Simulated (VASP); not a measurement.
Input of a VASP 6.6.1 run:

INCAR

```
  PREC = Accurate
  ENCUT = 520
  EDIFF = 1E-6
  ISMEAR = 0
  SIGMA = 0.024
  LREAL = False
  LASPH = True
  NELM = 100
  ALGO = Normal
  ISIF = 2
  LWAVE = False
  LCHARG = False
  GGA = PE
  NBANDS = 16
```

File KPOINTS:

```
Automatic mesh
0
Gamma
  8 8 8
```

The input POSCAR:

```
CdSe
1.0
    0.0000000000      3.0702711986      3.0702711986
    3.0702711986      0.0000000000      3.0702711986
    3.0702711986      3.0702711986      0.0000000000
Cd Se
1 1
Direct
    0.0000000000      0.0000000000      0.0000000000
    0.2500000000      0.2500000000      0.2500000000
```

Potentials or basis: VASP PAW PBE potentials, release 64 (Cd, Se).

The run is started by

```console
$ cat potpaw_PBE.64/Cd/POTCAR potpaw_PBE.64/Se/POTCAR > POTCAR
$ mpirun -np 1 vasp_std > vasp.out
```

**Question.** Predict the pressure.

**Answer.** 1.6 GPa.

**Question.** Estimate the band gap on the k mesh.

**Answer.** 0.55 eV, direct.

As with any semilocal functional, this PBE gap is likely too small.
